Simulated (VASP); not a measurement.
# Os (I4/mmm) in VASP: notebook

Os is run at these levels: PBEsol; tasks: single point.

All numbers are computed with VASP 6.6.1; they aren't measurements. Logs are shortened: lines on timing, memory, paths and dates and some standing lists are left out, and cuts for length are marked.

### Step 1. The cell of the first run

It takes space group I4/mmm (No. 139, tetragonal). Conventional cell: a = 2.682 Å, b = 2.682 Å, c = 3.890 Å, α = 90.00°, β = 90.00°, γ = 90.00°. Os (site symmetry 4/mmm) has 12 Os at 2.68 to 2.72 Å within 3.5 Å.

### Step 2. Single point, PBEsol (strain -0.025 along x and y, +0.000 along z)

INCAR reads:

```
PREC = Accurate
ENCUT = 520
EDIFF = 1E-6
ISMEAR = 0
SIGMA = 0.15
LREAL = False
LASPH = True
NELM = 60
ALGO = Normal
ISIF = 2
LWAVE = False
LCHARG = False
GGA = PS
NBANDS = 10
```

KPOINTS reads:

```
regular mesh
0
Gamma
  20 20 20
```

POSCAR reads:

```
Os
1.0
    0.0000000000      1.8963750000      1.9450000000
    1.8963750000      0.0000000000      1.9450000000
    1.8963750000      1.8963750000      0.0000000000
Os
1
Direct
    0.0000000000      0.0000000000      0.0000000000
```

Potentials or basis: VASP PAW PBE potentials, release 64 (Os).

Started as:

```sh
cat potpaw_PBE.64/Os/POTCAR > POTCAR
mpirun -np 1 vasp_std > vasp.out
```

OUTCAR:

```text
PREC = Accurate
   ENCUT = 520
   EDIFF = 1E-6
   ISMEAR = 0
   LREAL = False
   LASPH = True
   NELM = 60
   ISIF = 2
   GGA = PS

 ion  position               nearest neighbor table
   1  0.000  0.000  0.000-

  LATTYP: Found a body centered tetragonal cell.
 ALAT       =     2.6818792443
 C/A-ratio  =     1.4504754486

  Lattice vectors:

 A1 = (  -1.8963750000,   0.0000000000,   1.9450000000)
 A2 = (   1.8963750000,   0.0000000000,   1.9450000000)
 A3 = (   0.0000000000,   1.8963750000,  -1.9450000000)

Analysis of symmetry for initial positions (statically):
=====================================================================
 Subroutine PRICEL returns:
 Original cell was already a primitive cell.

 Routine SETGRP: Setting up the symmetry group for a
 body centered tetragonal supercell.

 Subroutine GETGRP returns: Found 16 space group operations
 (whereof 16 operations were pure point group operations)
 out of a pool of 16 trial point group operations.

The static configuration has the point symmetry D_4h.

Analysis of symmetry for dynamics (positions and initial velocities):
=====================================================================
 Subroutine PRICEL returns:
 Original cell was already a primitive cell.

 Routine SETGRP: Setting up the symmetry group for a
 body centered tetragonal supercell.

 Subroutine GETGRP returns: Found 16 space group operations
 (whereof 16 operations were pure point group operations)
 out of a pool of 16 trial point group operations.

The dynamic configuration has the point symmetry D_4h.

 Subroutine INISYM returns: Found 16 space group operations
 (whereof 16 operations are pure point group operations),
 and found     1 'primitive' translations

----------------------------------------------------------------------------------------

                                     Primitive cell

  volume of cell :      13.9894

  direct lattice vectors                    reciprocal lattice vectors
     0.000000000  1.896375000  1.945000000    -0.263660932  0.263660932  0.257069409
     1.896375000  0.000000000  1.945000000     0.263660932 -0.263660932  0.257069409
     1.896375000  1.896375000  0.000000000     0.263660932  0.263660932 -0.257069409

  length of vectors
     2.716479917  2.716479917  2.681879244     0.452900491  0.452900491  0.452900491

  position of ions in fractional coordinates (direct lattice)
     0.000000000  0.000000000  0.000000000

  ion indices of the primitive-cell ions
   primitive index   ion index
                 1           1

----------------------------------------------------------------------------------------

 KPOINTS: regular mesh

Automatic generation of k-mesh.
 Grid dimensions read from file:
 generate k-points for:   20   20   20

 Generating k-lattice:

  Cartesian coordinates                     Fractional coordinates (reciprocal lattice)
    -0.013183047  0.013183047  0.012853470     0.050000000  0.000000000  0.000000000
     0.013183047 -0.013183047  0.012853470     0.000000000  0.050000000  0.000000000
     0.013183047  0.013183047 -0.012853470     0.000000000  0.000000000  0.050000000

  Length of vectors
     0.022645025  0.022645025  0.022645025

  Shift w.r.t. Gamma in fractional coordinates (k-lattice)
     0.000000000  0.000000000  0.000000000

 Subroutine IBZKPT returns following result:
 ===========================================

 Found    641 irreducible k-points:

 Following reciprocal coordinates:
            Coordinates               Weight
  0.000000  0.000000  0.000000      1.000000
  0.050000  0.000000  0.000000      8.000000
  0.100000  0.000000  0.000000      8.000000
  0.150000  0.000000  0.000000      8.000000
  0.200000  0.000000  0.000000      8.000000
  0.250000  0.000000  0.000000      8.000000
[... 16 lines left out ...]
 -0.400000  0.050000  0.000000      8.000000
 -0.350000  0.050000  0.000000      8.000000
 [... further k-points ...]
   k-points           NKPTS =    641   k-points in BZ     NKDIM =    641   number of bands    NBANDS=     10
   number of dos      NEDOS =    301   number of ions     NIONS =      1
   total plane-waves  NPLWV =   8000
   dimension x,y,z NGX =    20 NGY =   20 NGZ =   20
   dimension x,y,z NGXF=    40 NGYF=   40 NGZF=   40
   ions per type =               1
   NGX,Y,Z   is equivalent  to a cutoff of  12.24, 12.24, 12.40 a.u.
   NGXF,Y,Z  is equivalent  to a cutoff of  24.48, 24.48, 24.80 a.u.
 SYSTEM =  unknown system
   PREC   = accura    normal or accurate (medium, high low for compatibility)
   ISTART =      0    job   : 0-new  1-cont  2-samecut
   ICHARG =      2    charge: 1-file 2-atom 10-const
   ISPIN  =      1    spin polarized calculation?
   LNONCOLLINEAR =      F non collinear calculations
   LSORBIT =      F    spin-orbit coupling
   LASPH  =      T    aspherical Exc in radial PAW
   ENCUT  =  520.0 eV  38.22 Ry    6.18 a.u.   5.05  5.05  4.99*2*pi/ulx,y,z
   NELM   =     60;   NELMIN=  2; NELMDL= -5     # of ELM steps
   EDIFF  = 0.1E-05   stopping-criterion for ELM
   LREAL  =      F    real-space projection
   EDIFFG = 0.1E-04   stopping-criterion for IOM
   NSW    =      0    number of steps for IOM
   IBRION =     -1    ionic relax: 0-MD 1-quasi-New 2-CG
   NFREE  =      0    steps in history (QN), initial steepest desc. (CG)
   ISIF   =      2    stress and relaxation
   ISYM   =      2    0-nonsym 1-usesym 2-fastsym
   POTIM  = 0.5000    time-step for ionic-motion
   TEBEG  =    0.0;   TEEND  =   0.0 temperature during run
   PSTRESS=    0.0 pullay stress
   NELECT =       8.0000    total number of electrons
   NUPDOWN=      -1.0000    fix difference up-down
   EMIN   =  10.00;   EMAX   =-10.00  energy-range for DOS
   EFERMI =   0.00;   METHOD = LEGACY
   ISMEAR =     0;   SIGMA  =   0.15  broadening in eV -4-tet -1-fermi 0-gaus
   EFERMI_NEDOS =   21; number of points for ismear=-14 and -15
   IALGO  =     38    algorithm
   IMIX   =      4    mixing-type and parameters
     AMIX     =   0.40;   BMIX     =  1.00
     AMIX_MAG =   1.60;   BMIX_MAG =  1.00
  volume/ion in A,a.u.               =      13.99        94.40
  Fermi-wavevector in a.u.,A,eV,Ry     =   1.358852  2.567858 25.122867  1.846479
  Thomas-Fermi vector in A             =   2.485650
   LORBIT       =      0    0 simple, 1 ext, 2 COOP (PROOUT), +10 PAW based schemes
   GGA     = PS    functional components
   LHFCALC =     F    Hartree Fock is set to
   AEXX    =    0.0000 exact exchange contribution
   IVDW    =     0    specifies the selected vdW correction
   LEPSILON=     F    determine dielectric tensor
   LRPA    =     F    only Hartree local field effects (RPA)
 non-spin polarized calculation
 Gauss-broadening in eV      SIGMA  =   0.15
  energy-cutoff  :      520.00
  volume of cell :       13.99
 maximum number of plane-waves:       389
   NGX =  9   NGY =  9   NGZ =  9

 number of electron       7.9999999 magnetization

 Free energy of the ion-electron system (eV)
  ---------------------------------------------------
  ext. energy  EPLUGINS =         0.00000000
  ---------------------------------------------------
  free energy    TOTEN  =       -12.09599255 eV

  energy without entropy =      -12.08545062  energy(sigma->0) =      -12.09072159

 E-fermi :   9.2193     XC(G=0): -14.1518

 val. band max:        9.2134173691   @ k =   0.1500   0.0000   0.0000
 cond. band min:       9.2235965146   @ k =   0.3000   0.1000   0.0000
 fundamental gap:      0.0101791456
 Fermi energy:         9.2193481002

 k-point     1 :       0.0000    0.0000    0.0000
  band No.  band energies     occupation
      1      -1.6907      2.00000
      2       5.9271      2.00000
      3       6.2990      2.00000
      4       6.2990      2.00000
      5       8.9910      1.96871
      6       9.4826      0.01306
      7      23.4657      0.00000
      8      28.6892      0.00000
      9      29.5550      0.00000
     10      29.5550      0.00000

 k-point     2 :       0.0500    0.0000    0.0000
  band No.  band energies     occupation
      1      -1.5727      2.00000
      2       5.9349      2.00000
      3       6.2719      2.00000
      4       6.3535      2.00000
      5       8.9565      1.98680
      6       9.4363      0.04083
      7      23.6874      0.00000
      8      28.4633      0.00000
      9      29.3400      0.00000
     10      29.7677      0.00000

 k-point     3 :       0.1000    0.0000    0.0000
  band No.  band energies     occupation
      1      -1.2293      2.00000
      2       5.8524      2.00000
      3       6.3040      2.00000
      4       6.5022      2.00000
      5       8.8802      1.99862
      6       9.3217      0.33473
      7      24.3067      0.00000
      8      27.3477      0.00000
      9      29.7931      0.00000
     10      30.3901      0.00000

 k-point     4 :       0.1500    0.0000    0.0000
  band No.  band energies     occupation
      1      -0.6948      2.00000
      2       5.6477      2.00000
      3       6.4365      2.00000
      4       6.6940      2.00000
      5       8.8446      1.99959
      6       9.2134      1.04459
      7      25.0784      0.00000
      8      26.1744      0.00000
      9      30.7339      0.00000
     10      31.3786      0.00000
[... 222 lines left out ...]
 k-point    22 :      -0.4500    0.0500    0.0000
  band No.  band energies     occupation
      1       1.5524      2.00000
      2       5.7569      2.00000
      3       6.2944      2.00000
      4       8.4519      2.00000
      5      11.3808      0.00000
      6      12.1872      0.00000
      7      18.3320      0.00000
      8      23.2567      0.00000
      9      29.1848      0.00000
     10      30.0800      0.00000

 k-point    23 :      -0.4000    0.0500    0.0000
  band No.  band energies     occupation
      1       1.5595      2.00000
      2       5.8648      2.00000
      3       6.3680      2.00000
      4       7.7368      2.00000
      5      10.9461      0.00000
      6      11.8878      0.00000
      7      19.3009      0.00000
      8      23.7057      0.00000
      9      29.6234      0.00000
     10      31.0488      0.00000

 k-point    24 :      -0.3500    0.0500    0.0000
  band No.  band energies     occupation
      1       1.5214      2.00000
      2       6.0250      2.00000
      3       6.5101      2.00000
      4       6.7899      2.00000
      5      10.3605      0.00000
      6      11.3355      0.00000
      7      20.6032      0.00000
      8      24.5874      0.00000
      9      30.5949      0.00000
     10      32.5210      0.00000

 [... further k-points ...]

------------------------ aborting loop because EDIFF is reached ----------------------------------------

  FORCE on cell =-STRESS in cart. coord.  units (eV):
  Direction    XX          YY          ZZ          XY          YZ          ZX
  --------------------------------------------------------------------------------------
  -------------------------------------------------------------------------------------
  Total        0.1826070      0.1826070     -0.5574775      0.0000000     -0.0000000      0.0000000
  in kB       20.9136588     20.9136588    -63.8469128      0.0000000     -0.0000000      0.0000000
  external PRESSURE =      -7.3398651 kB  Pullay stress =       0.0000000 kB

 VOLUME and BASIS-vectors are now :
 -----------------------------------------------------------------------------
  energy-cutoff  :      520.00
  volume of cell :       13.99
      direct lattice vectors                 reciprocal lattice vectors
     0.000000000  1.896375000  1.945000000    -0.263660932  0.263660932  0.257069409
     1.896375000  0.000000000  1.945000000     0.263660932 -0.263660932  0.257069409
     1.896375000  1.896375000  0.000000000     0.263660932  0.263660932 -0.257069409

 POSITION                                       TOTAL-FORCE (eV/Angst)
 -----------------------------------------------------------------------------------
      0.00000      0.00000      0.00000        -0.000000      0.000000     -0.000000
 -----------------------------------------------------------------------------------
    total drift:                                0.000000     -0.000000     -0.000000

  FREE ENERGIE OF THE ION-ELECTRON SYSTEM (eV)
  ---------------------------------------------------
  free  energy   TOTEN  =       -12.0959925536 eV

  energy  without entropy=      -12.0854506176  energy(sigma->0) =      -12.09072159
```

Run time: 28 s. Hardware: 1 thread of Intel Xeon 6975P-C (Granite Rapids), shared host; peak memory 0.2 GiB.

What came out:

| Item | Value |
| --- | --- |
| Free energy | -12.0960 eV |
| Pressure | -0.7 GPa |
| Band gap on the k mesh | zero (band 4 reaches 11.71 eV, above the bottom of band 5 at 7.66 eV) |

Caveat: the cell differs from its parent crystal (strain -0.025 along x and y, +0.000 along z); the PAW data sets were made with another functional, which shifts forces and pressure a little; spin-orbit coupling is left out, which moves the levels of the heavy elements.

### Step 3. Single point, PBEsol (strain +0.000 along x and y, -0.025 along z)

INCAR reads:

```
PREC = Accurate
ENCUT = 520
EDIFF = 1E-7
ISMEAR = 0
SIGMA = 0.15
LREAL = False
LASPH = True
NELM = 60
ALGO = Fast
ISIF = 2
LWAVE = False
LCHARG = True
GGA = PS
LELF = True
LVHAR = True
NBANDS = 10
```

KPOINTS reads:

```
Automatic mesh
0
Gamma
  20 20 20
```

POSCAR reads:

```
Os
1.0
    0.0000000000      1.9450000000      1.8963750000
    1.9450000000      0.0000000000      1.8963750000
    1.9450000000      1.9450000000      0.0000000000
Os
1
Direct
    0.0000000000      0.0000000000      0.0000000000
```

Potentials or basis: VASP PAW PBE potentials, release 64 (Os).

Started as:

```sh
cat potpaw_PBE.64/Os/POTCAR > POTCAR
mpirun -np 1 vasp_std > vasp.out
```

OUTCAR:

```text
PREC = Accurate
   ENCUT = 520
   EDIFF = 1E-7
   ISMEAR = 0
   LREAL = False
   LASPH = True
   NELM = 60
   ISIF = 2
   GGA = PS

 ion  position               nearest neighbor table
   1  0.000  0.000  0.000-

  LATTYP: Found a body centered tetragonal cell.
 ALAT       =     2.7506453788
 C/A-ratio  =     1.3788582233

  Lattice vectors:

 A1 = (   0.0000000000,  -1.9450000000,  -1.8963750000)
 A2 = (   0.0000000000,   1.9450000000,  -1.8963750000)
 A3 = (   1.9450000000,   0.0000000000,   1.8963750000)

Analysis of symmetry for initial positions (statically):
=====================================================================
 Subroutine PRICEL returns:
 Original cell was already a primitive cell.

 Routine SETGRP: Setting up the symmetry group for a
 body centered tetragonal supercell.

 Subroutine GETGRP returns: Found 16 space group operations
 (whereof 16 operations were pure point group operations)
 out of a pool of 16 trial point group operations.

The static configuration has the point symmetry D_4h.

Analysis of symmetry for dynamics (positions and initial velocities):
[... 159 lines left out ...]

 val. band max:        8.8379119297   @ k =   0.4500   0.2000   0.1500
 cond. band min:       8.8406666676   @ k =   0.4000   0.2500   0.1000
 fundamental gap:      0.0027547379
 Fermi energy:         8.8384355742

 k-point     1 :       0.0000    0.0000    0.0000
  band No.  band energies     occupation
      1      -1.8403      2.00000
      2       5.7918      2.00000
      3       5.7918      2.00000
      4       6.1393      2.00000
      5       8.6241      1.95670
      6       9.0757      0.02531
      7      23.1022      0.00000
      8      28.4639      0.00000
      9      28.4639      0.00000
     10      29.3261      0.00000
[... 287 lines left out ...]
 k-point    24 :      -0.3500    0.0500    0.0000
  band No.  band energies     occupation
      1       1.3477      2.00000
      2       5.8813      2.00000
      3       6.0871      2.00000
      4       6.4841      2.00000
      5       9.9951      0.00000
      6      10.7393      0.00000
      7      20.0651      0.00000
      8      24.0784      0.00000
      9      30.1658      0.00000
     10      31.5324      0.00000

 [... further k-points ...]
[... 5 lines left out ...]
  --------------------------------------------------------------------------------------
  -------------------------------------------------------------------------------------
  Total       -1.2274351     -1.2274351     -0.4963952      0.0000000     -0.0000000      0.0000000
  in kB     -137.0615704   -137.0615704    -55.4299857      0.0000000     -0.0000000      0.0000000
  external PRESSURE =    -109.8510421 kB  Pullay stress =       0.0000000 kB

 VOLUME and BASIS-vectors are now :
 -----------------------------------------------------------------------------
  energy-cutoff  :      520.00
  volume of cell :       14.35
      direct lattice vectors                 reciprocal lattice vectors
     0.000000000  1.945000000  1.896375000    -0.257069409  0.257069409  0.263660932
     1.945000000  0.000000000  1.896375000     0.257069409 -0.257069409  0.263660932
     1.945000000  1.945000000  0.000000000     0.257069409  0.257069409 -0.263660932

 POSITION                                       TOTAL-FORCE (eV/Angst)
 -----------------------------------------------------------------------------------
      0.00000      0.00000      0.00000         0.000000     -0.000000      0.000000
 -----------------------------------------------------------------------------------
    total drift:                                0.000000      0.000000     -0.000000

  FREE ENERGIE OF THE ION-ELECTRON SYSTEM (eV)
  ---------------------------------------------------
  free  energy   TOTEN  =       -12.0826854061 eV

  energy  without entropy=      -12.0715769237  energy(sigma->0) =      -12.07713116
```

OSZICAR:

```text
N       E                     dE             d eps       ncg     rms          rms(c)
DAV:   1     0.347994930490E+02    0.34799E+02   -0.42371E+03 13180   0.744E+02
DAV:   2    -0.117733656007E+02   -0.46573E+02   -0.43419E+02 13202   0.199E+02
DAV:   3    -0.128585473179E+02   -0.10852E+01   -0.10754E+01 15026   0.282E+01
DAV:   4    -0.128613914636E+02   -0.28441E-02   -0.28438E-02 13918   0.160E+00
DAV:   5    -0.128614012479E+02   -0.97843E-05   -0.97844E-05 14270   0.871E-02    0.162E+01
RMM:   6    -0.122480427969E+02    0.61336E+00   -0.32942E-01 12849   0.445E+00    0.662E+00
RMM:   7    -0.120863894157E+02    0.16165E+00   -0.30646E-01 12998   0.374E+00    0.466E-01
RMM:   8    -0.120846034121E+02    0.17860E-02   -0.11103E-02 13776   0.137E+00    0.659E-01
RMM:   9    -0.120830939526E+02    0.15095E-02   -0.13194E-03 14287   0.291E-01    0.107E-01
RMM:  10    -0.120826889371E+02    0.40502E-03   -0.36614E-04 13564   0.180E-01    0.109E-01
RMM:  11    -0.120826852671E+02    0.36700E-05   -0.23108E-05 14406   0.507E-02    0.638E-02
RMM:  12    -0.120826859183E+02   -0.65117E-06   -0.33403E-06 14607   0.156E-02    0.707E-03
RMM:  13    -0.120826856979E+02    0.22034E-06   -0.56862E-07 14433   0.847E-03    0.499E-03
RMM:  14    -0.120826854005E+02    0.29747E-06   -0.18441E-07 10827   0.337E-03    0.524E-03
RMM:  15    -0.120826854061E+02   -0.56601E-08   -0.23042E-08  8246   0.188E-03
   1 F= -.12082685E+02 E0= -.12077131E+02  d E =-.111085E-01
```

It took 36 s on 1 thread of Intel Xeon 6975P-C (Granite Rapids), shared host; peak memory 0.21 GiB.

What came out:

- Free energy: -12.0827 eV
- Pressure: -11.0 GPa
- Band gap on the k mesh: zero (band 4 reaches 11.45 eV, above the bottom of band 5 at 7.27 eV)

Levels at points of the mesh, in eV from the Fermi level:
| k point | band 1 | band 2 | band 3 | band 4 | band 5 | band 6 | band 7 | band 8 |
| --- | --- | --- | --- | --- | --- | --- | --- | --- |
| (0.00, 0.00, 0.00) | -10.68 | -3.05 | -3.05 | -2.70 | -0.21 | 0.24 | 14.26 | 19.63 |
| (0.50, 0.00, 0.00) | -7.54 | -3.27 | -2.89 | -0.27 | 2.23 | 2.45 | 8.65 | 13.76 |
| (0.50, 0.50, 0.00) | -7.38 | -6.72 | 2.29 | 2.61 | 3.02 | 3.02 | 11.77 | 11.77 |
| (0.50, 0.00, 0.50) | -7.41 | -6.68 | 2.07 | 2.30 | 2.82 | 3.17 | 11.61 | 12.05 |

Caveat: the cell differs from its parent crystal (strain +0.000 along x and y, -0.025 along z); the PAW data sets were made with another functional, which shifts forces and pressure a little; spin-orbit coupling is left out, which moves the levels of the heavy elements.

(Part 1 of 2 ends here.)
